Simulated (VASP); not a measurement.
# Li (P1) in VASP: notebook

Li is run at these levels: PBEsol; tasks: single point.

Program: VASP 6.6.1. These are calculated values, not measurements. Logs are shortened: lines on timing, memory, paths and dates and some standing lists are left out, and cuts for length are marked.

### Step 1. The cell of the first run

The typed cell holds 16 atoms: a = 7.313 Å, b = 7.313 Å, c = 7.313 Å, α = 90.00°, β = 90.00°, γ = 90.00°.

### Step 2. Single point, PBEsol

INCAR reads:

```
ALGO = Normal
EDIFF = 1E-7
ENCUT = 520
GGA = PS
ISIF = 2
ISMEAR = -1
LASPH = T
LCHARG = F
LREAL = Auto
LWAVE = F
NBANDS = 38
NELM = 80
PREC = Accurate
SIGMA = 0.16
```

KPOINTS reads:

```
k-points
0
Gamma
  2 2 2
```

POSCAR reads:

```
Li
1.0
    7.3128730000      0.0000000000      0.0000000000
    0.0000000000      7.3128730000      0.0000000000
    0.0000000000      0.0000000000      7.3128730000
Li
16
Direct
   -0.1061279199      0.0438404988     -0.0892535670
    0.5177718798     -0.0690699811     -0.1358836671
    0.1524571806      0.8316977472     -0.2318514215
    0.2027247020     -0.0764952434      0.1408201674
    0.0940533221      0.4286413835      0.1614550123
    0.4639353097      0.2954379216      0.0059073910
    0.5915732435      0.1141822099      0.5766953699
    0.7112252599      0.3595030298      0.2414919554
    0.0110353345      0.6598774517      0.4743416165
    0.5001727775      0.5992719961      0.2771414190
    0.3379656668      0.3131327455      0.5079262282
    0.6724033085      0.5473088347      0.5915458945
    0.8062904962      0.8873256790      0.3072937271
    0.9287321139      0.2570262057      0.7070545325
    0.3413295978      0.7939971062      0.4970686623
    0.7497600464      0.6511531104      0.9248485513
```

Potentials or basis: VASP PAW PBE potentials, release 64 (Li_sv).

Started as:

```console
> cat potpaw_PBE.64/Li_sv/POTCAR > POTCAR
> mpirun -np 1 vasp_std > vasp.out
```

OUTCAR:

```text
EDIFF = 1E-7
   ENCUT = 520
   GGA = PS
   ISIF = 2
   ISMEAR = -1
   LASPH = T
   LREAL = Auto
   NELM = 80
   PREC = Accurate

 ion  position               nearest neighbor table
   1  0.894  0.044  0.911-  14 2.17
   2  0.518  0.931  0.864-   7 2.55
   3  0.152  0.832  0.768-  15 2.43
   4  0.203  0.924  0.141-
   5  0.094  0.429  0.161-
   6  0.464  0.295  0.006-   8 2.54
   7  0.592  0.114  0.577-  11 2.41   2 2.55
   8  0.711  0.360  0.241-  10 2.35   6 2.54
   9  0.011  0.660  0.474-  13 2.55
  10  0.500  0.599  0.277-   8 2.35  15 2.44
  11  0.338  0.313  0.508-   7 2.41
  12  0.672  0.547  0.592-
  13  0.806  0.887  0.307-   9 2.55
  14  0.929  0.257  0.707-   1 2.17
  15  0.341  0.794  0.497-   3 2.43  10 2.44
  16  0.750  0.651  0.925-

  LATTYP: Found a simple cubic cell.
 ALAT       =     7.3128730000

  Lattice vectors:

 A1 = (   7.3128730000,   0.0000000000,   0.0000000000)
 A2 = (   0.0000000000,   7.3128730000,   0.0000000000)
 A3 = (   0.0000000000,   0.0000000000,   7.3128730000)

Analysis of symmetry for initial positions (statically):
=====================================================================
 Subroutine PRICEL returns:
 Original cell was already a primitive cell.

 Routine SETGRP: Setting up the symmetry group for a
 simple cubic supercell.

 Subroutine GETGRP returns: Found  1 space group operations
 (whereof  1 operations were pure point group operations)
 out of a pool of 48 trial point group operations.

The static configuration has the point symmetry C_1 .

Analysis of symmetry for dynamics (positions and initial velocities):
=====================================================================
 Subroutine PRICEL returns:
 Original cell was already a primitive cell.

 Routine SETGRP: Setting up the symmetry group for a
 simple cubic supercell.

 Subroutine GETGRP returns: Found  1 space group operations
 (whereof  1 operations were pure point group operations)
 out of a pool of 48 trial point group operations.

The dynamic configuration has the point symmetry C_1 .

 Subroutine INISYM returns: Found  1 space group operations
 (whereof  1 operations are pure point group operations),
 and found     1 'primitive' translations

----------------------------------------------------------------------------------------

                                     Primitive cell

  volume of cell :     391.0786

  direct lattice vectors                    reciprocal lattice vectors
     7.312873000  0.000000000  0.000000000     0.136745162  0.000000000  0.000000000
     0.000000000  7.312873000  0.000000000     0.000000000  0.136745162  0.000000000
     0.000000000  0.000000000  7.312873000     0.000000000  0.000000000  0.136745162

  length of vectors
     7.312873000  7.312873000  7.312873000     0.136745162  0.136745162  0.136745162

  position of ions in fractional coordinates (direct lattice)
     0.893872080  0.043840499  0.910746433
     0.517771880  0.930930019  0.864116333
     0.152457181  0.831697747  0.768148579
     0.202724702  0.923504757  0.140820167
     0.094053322  0.428641384  0.161455012
     0.463935310  0.295437922  0.005907391
[... 8 lines left out ...]
     0.341329598  0.793997106  0.497068662
     0.749760046  0.651153110  0.924848551

  ion indices of the primitive-cell ions
   primitive index   ion index
                 1           1
                 2           2
                 3           3
                 4           4
                 5           5
                 6           6
[... 8 lines left out ...]
                15          15
                16          16

----------------------------------------------------------------------------------------

 KPOINTS: k-points

Automatic generation of k-mesh.
 Grid dimensions read from file:
 generate k-points for:    2    2    2

 Generating k-lattice:

  Cartesian coordinates                     Fractional coordinates (reciprocal lattice)
     0.068372581  0.000000000  0.000000000     0.500000000  0.000000000  0.000000000
     0.000000000  0.068372581  0.000000000     0.000000000  0.500000000  0.000000000
     0.000000000  0.000000000  0.068372581     0.000000000  0.000000000  0.500000000

  Length of vectors
     0.068372581  0.068372581  0.068372581

  Shift w.r.t. Gamma in fractional coordinates (k-lattice)
     0.000000000  0.000000000  0.000000000

 Subroutine IBZKPT returns following result:
 ===========================================

 Found      8 irreducible k-points:

 Following reciprocal coordinates:
            Coordinates               Weight
  0.000000  0.000000  0.000000      1.000000
  0.500000  0.000000  0.000000      1.000000
  0.000000  0.500000  0.000000      1.000000
  0.000000  0.000000  0.500000      1.000000
  0.500000  0.500000  0.000000      1.000000
  0.000000  0.500000  0.500000      1.000000
  0.500000  0.000000  0.500000      1.000000
  0.500000  0.500000  0.500000      1.000000
   k-points           NKPTS =      8   k-points in BZ     NKDIM =      8   number of bands    NBANDS=     38
   number of dos      NEDOS =    301   number of ions     NIONS =     16
   total plane-waves  NPLWV = 157464
   dimension x,y,z NGX =    54 NGY =   54 NGZ =   54
   dimension x,y,z NGXF=   108 NGYF=  108 NGZF=  108
   ions per type =              16
   NGX,Y,Z   is equivalent  to a cutoff of  12.28, 12.28, 12.28 a.u.
   NGXF,Y,Z  is equivalent  to a cutoff of  24.55, 24.55, 24.55 a.u.
 SYSTEM =  unknown system
   PREC   = accura    normal or accurate (medium, high low for compatibility)
   ISTART =      0    job   : 0-new  1-cont  2-samecut
   ICHARG =      2    charge: 1-file 2-atom 10-const
   ISPIN  =      1    spin polarized calculation?
   LNONCOLLINEAR =      F non collinear calculations
   LSORBIT =      F    spin-orbit coupling
   LASPH  =      T    aspherical Exc in radial PAW
   ENCUT  =  520.0 eV  38.22 Ry    6.18 a.u.  13.60 13.60 13.60*2*pi/ulx,y,z
   NELM   =     80;   NELMIN=  2; NELMDL= -5     # of ELM steps
   EDIFF  = 0.1E-06   stopping-criterion for ELM
   LREAL  =      T    real-space projection
   EDIFFG = 0.1E-05   stopping-criterion for IOM
   NSW    =      0    number of steps for IOM
   IBRION =     -1    ionic relax: 0-MD 1-quasi-New 2-CG
   NFREE  =      0    steps in history (QN), initial steepest desc. (CG)
   ISIF   =      2    stress and relaxation
   ISYM   =      2    0-nonsym 1-usesym 2-fastsym
   POTIM  = 0.5000    time-step for ionic-motion
   TEBEG  =    0.0;   TEEND  =   0.0 temperature during run
   PSTRESS=    0.0 pullay stress
   NELECT =      48.0000    total number of electrons
   NUPDOWN=      -1.0000    fix difference up-down
   EMIN   =  10.00;   EMAX   =-10.00  energy-range for DOS
   EFERMI =   0.00;   METHOD = LEGACY
   ISMEAR =    -1;   SIGMA  =   0.16  broadening in eV -4-tet -1-fermi 0-gaus
   EFERMI_NEDOS =   21; number of points for ismear=-14 and -15
   IALGO  =     38    algorithm
   IMIX   =      4    mixing-type and parameters
     AMIX     =   0.40;   BMIX     =  1.00
     AMIX_MAG =   1.60;   BMIX_MAG =  1.00
  volume/ion in A,a.u.               =      24.44       164.95
  Fermi-wavevector in a.u.,A,eV,Ry     =   0.813581  1.537444  9.005877  0.661913
  Thomas-Fermi vector in A             =   1.923332
   LORBIT       =      0    0 simple, 1 ext, 2 COOP (PROOUT), +10 PAW based schemes
   GGA     = PS    functional components
   LHFCALC =     F    Hartree Fock is set to
   AEXX    =    0.0000 exact exchange contribution
   IVDW    =     0    specifies the selected vdW correction
   LEPSILON=     F    determine dielectric tensor
   LRPA    =     F    only Hartree local field effects (RPA)
 non-spin polarized calculation
  energy-cutoff  :      520.00
  volume of cell :      391.08
 maximum number of plane-waves:     10568
   NGX = 27   NGY = 27   NGZ = 27

 number of electron      48.0000013 magnetization

 Free energy of the ion-electron system (eV)
  ---------------------------------------------------
  ext. energy  EPLUGINS =         0.00000000
  ---------------------------------------------------
  free energy    TOTEN  =       -27.57136710 eV

  energy without entropy =      -26.85364836  energy(sigma->0) =      -27.21250773

 E-fermi :  -0.0315     XC(G=0):  -6.5248

 val. band max:       -0.0515442584   @ k =   0.0000   0.5000   0.5000
 cond. band min:      -0.0294184639   @ k =   0.5000   0.0000   0.0000
 fundamental gap:      0.0221257945
 Fermi energy:        -0.0314962412

 k-point     1 :       0.0000    0.0000    0.0000
  band No.  band energies     occupation
      1     -46.7937      2.00000
      2     -46.6630      2.00000
      3     -46.4669      2.00000
      4     -46.4641      2.00000
      5     -46.4290      2.00000
      6     -46.3932      2.00000
[... 28 lines left out ...]
     35       2.3121      0.00000
     36       2.9134      0.00000

 k-point     2 :       0.5000    0.0000    0.0000
  band No.  band energies     occupation
      1     -46.7937      2.00000
      2     -46.6630      2.00000
      3     -46.4670      2.00000
      4     -46.4641      2.00000
      5     -46.4290      2.00000
      6     -46.3933      2.00000
[... 28 lines left out ...]
     35       2.6954      0.00000
     36       2.8421      0.00000

 k-point     3 :       0.0000    0.5000    0.0000
  band No.  band energies     occupation
      1     -46.7937      2.00000
      2     -46.6630      2.00000
      3     -46.4670      2.00000
      4     -46.4641      2.00000
      5     -46.4290      2.00000
      6     -46.3933      2.00000
[... 28 lines left out ...]
     35       2.4659      0.00000
     36       2.6423      0.00000
[... 118 lines left out ...]
 k-point     7 :       0.5000    0.0000    0.5000
  band No.  band energies     occupation
      1     -46.7937      2.00000
      2     -46.6630      2.00000
      3     -46.4670      2.00000
      4     -46.4642      2.00000
      5     -46.4290      2.00000
      6     -46.3933      2.00000
[... 28 lines left out ...]
     35       3.2648      0.00000
     36       3.3903      0.00000

 k-point     8 :       0.5000    0.5000    0.5000
  band No.  band energies     occupation
      1     -46.7937      2.00000
      2     -46.6630      2.00000
      3     -46.4670      2.00000
      4     -46.4642      2.00000
      5     -46.4290      2.00000
      6     -46.3933      2.00000
[... 28 lines left out ...]
     35       2.9200      0.00000
     36       3.0477      0.00000
 [bands above 36 left out]

------------------------ aborting loop because EDIFF is reached ----------------------------------------

  FORCE on cell =-STRESS in cart. coord.  units (eV):
  Direction    XX          YY          ZZ          XY          YZ          ZX
  --------------------------------------------------------------------------------------
  -------------------------------------------------------------------------------------
  Total        0.7123450     -2.5026125      0.2647066     -1.8662057     -0.3839784      0.1155703
  in kB        2.9183465    -10.2527437      1.0844543     -7.6455018     -1.5730889      0.4734703
  external PRESSURE =      -2.0833143 kB  Pullay stress =       0.0000000 kB

 VOLUME and BASIS-vectors are now :
 -----------------------------------------------------------------------------
  energy-cutoff  :      520.00
  volume of cell :      391.08
      direct lattice vectors                 reciprocal lattice vectors
     7.312873000  0.000000000  0.000000000     0.136745162  0.000000000  0.000000000
     0.000000000  7.312873000  0.000000000     0.000000000  0.136745162  0.000000000
     0.000000000  0.000000000  7.312873000     0.000000000  0.000000000  0.136745162

 POSITION                                       TOTAL-FORCE (eV/Angst)
 -----------------------------------------------------------------------------------
      6.53677      0.32060      6.66017        -0.412580     -0.454162      0.883251
      3.78640      6.80777      6.31917        -0.089934     -0.161685      0.279924
      1.11490      6.08210      5.61737        -0.206334     -0.129326      0.371151
      1.48250      6.75347      1.02980         0.101465      0.103992      0.294863
      0.68780      3.13460      1.18070         0.047837      0.119329     -0.158082
      3.39270      2.16050      0.04320        -0.229023     -0.078173     -0.535277
[... 8 lines left out ...]
      2.49610      5.80640      3.63500         0.490375      0.361851     -0.067346
      5.48290      4.76180      6.76330         0.371267     -0.174440      0.384517
 -----------------------------------------------------------------------------------
    total drift:                               -0.000396     -0.010129     -0.003442

  FREE ENERGIE OF THE ION-ELECTRON SYSTEM (eV)
  ---------------------------------------------------
  free  energy   TOTEN  =       -27.5713671016 eV

  energy  without entropy=      -26.8536483551  energy(sigma->0) =      -27.21250773
```

Wall time 1.8 min (1 thread of Intel Xeon Platinum 8488C (Sapphire Rapids), shared host); peak memory 0.37 GiB.

What came out:

- Free energy: -27.5714 eV
- Largest force: 1.165 eV/Å
- Band gap on the k mesh: zero (bands 24 and 25 overlap by 0.61 eV)

Forces in eV/Å, atoms in the order of the input:
```
Li  -0.413 -0.454  0.883
Li  -0.090 -0.162  0.280
Li  -0.206 -0.129  0.371
Li   0.101  0.104  0.295
Li   0.048  0.119 -0.158
Li  -0.229 -0.078 -0.535
Li   0.496 -0.276 -0.212
Li   0.746 -0.608  0.256
Li  -0.155 -0.484 -0.046
Li  -0.361  0.441 -0.594
Li  -0.623  0.286 -0.063
Li  -0.222 -0.010  0.127
Li  -0.304  0.241 -0.175
Li   0.350  0.824 -0.745
Li   0.490  0.362 -0.067
Li   0.371 -0.174  0.385
```

Caveat: the k points lie up to 0.43 Å⁻¹ apart, too coarse for converged energies and pressures of a metal; the cutoff is under 1.25 times the usual one of these potentials, so pressure, stress and relaxed cells hold a basis-set (Pulay) error; the atoms stand as in a frame of molecular dynamics; the PAW data sets were made with another functional, which shifts forces and pressure a little.

### Step 3. Single point, PBEsol

INCAR reads:

```
SYSTEM = Li
  ALGO = Normal
  EDIFF = 1E-6
  ENCUT = 520
  GGA = PS
  ISIF = 2
  ISMEAR = -1
  LASPH = .TRUE.
  LCHARG = .FALSE.
  LREAL = Auto
  LWAVE = .FALSE.
  NBANDS = 38
  NELM = 80
  PREC = Accurate
  SIGMA = 0.16
```

KPOINTS reads:

```
k-points
0
G
  2 2 2
  0 0 0
```

POSCAR reads:

```
Li
1.0
    7.3128730000      0.0000000000      0.0000000000
    0.0000000000      7.3128730000      0.0000000000
    0.0000000000      0.0000000000      7.3128730000
Li
16
Direct
   -0.1532229536      0.1898159588     -0.0327641407
    0.4754629268     -0.2327812886     -0.1922089991
    0.0986616341      0.9081793161     -0.3064185581
    0.1538383068     -0.0773293889      0.1047741428
    0.1671983091      0.5526282215      0.1600875607
    0.3200793997      0.1777960591     -0.1152214731
    0.7143430496     -0.0210177313      0.5121516537
    0.9607851798      0.2702494628      0.3004564690
   -0.1075774186      0.7154233364      0.4215443096
    0.5493053141      0.4057228944      0.1179973999
    0.2754594535      0.1388373626      0.4196845754
    0.5956755984      0.3419176020      0.5977814738
    0.5800319519      0.9555615146      0.1882433894
    1.0894623768      0.4412356129      0.7695470713
    0.3920210292      0.6753023059      0.4661505813
    0.8316840727      0.6483088111      0.9719846085
```

Potentials or basis: VASP PAW PBE potentials, release 64 (Li_sv).

Started as:

```console
> cat potpaw_PBE.64/Li_sv/POTCAR > POTCAR
> mpirun -np 1 vasp_std > vasp.out
```

It took 1.8 min on 1 thread of Intel Xeon Platinum 8488C (Sapphire Rapids), shared host; peak memory 0.37 GiB.

The run converged. Its results:

- Free energy: -29.4869 eV
- Largest force: 0.783 eV/Å
- Band gap on the k mesh: zero (bands 24 and 25 overlap by 0.71 eV)

Forces in eV/Å, atoms in the order of the input:
```
Li  -0.007 -0.281 -0.402
Li  -0.033  0.043  0.321
Li  -0.123 -0.008  0.061
Li  -0.191 -0.033  0.174
Li   0.243 -0.205 -0.176
Li   0.298 -0.022  0.044
Li  -0.174  0.465  0.605
Li  -0.365  0.035  0.252
Li   0.170 -0.655 -0.286
Li  -0.041  0.062  0.285
Li   0.349 -0.016  0.113
Li   0.140  0.228  0.118
Li  -0.131 -0.059 -0.327
Li   0.063  0.189 -0.438
Li  -0.136  0.038 -0.320
Li  -0.063  0.218 -0.024
```

Levels at points of the mesh, in eV from the Fermi level:
```csv
k point,band 21,band 22,band 23,band 24,band 25,band 26
"(0.00, 0.00, 0.00)",-0.92,-0.86,-0.80,0.35,0.46,0.60
"(0.50, 0.00, 0.00)",-0.50,-0.44,-0.41,-0.39,-0.36,-0.12
"(0.00, 0.50, 0.00)",-0.51,-0.46,-0.42,-0.36,-0.29,-0.19
"(0.00, 0.00, 0.50)",-0.50,-0.43,-0.39,-0.35,-0.31,-0.28
"(0.50, 0.50, 0.00)",-0.20,-0.18,0.00,0.07,0.12,0.40
"(0.00, 0.50, 0.50)",-0.21,-0.09,0.01,0.03,0.12,0.22
"(0.50, 0.00, 0.50)",-0.32,-0.10,0.00,0.04,0.18,0.33
"(0.50, 0.50, 0.50)",-1.46,-1.40,-1.38,-1.30,1.78,1.93
```

Caveat: the k points lie up to 0.43 Å⁻¹ apart, too coarse for converged energies and pressures of a metal; the cutoff is under 1.25 times the usual one of these potentials, so pressure, stress and relaxed cells hold a basis-set (Pulay) error; the atoms stand as in a frame of molecular dynamics; the PAW data sets were made with another functional, which shifts forces and pressure a little.

(Continued in part 2 of 2.)

The gap in the log of VASP goes by the Fermi energy; the results here count the filled bands.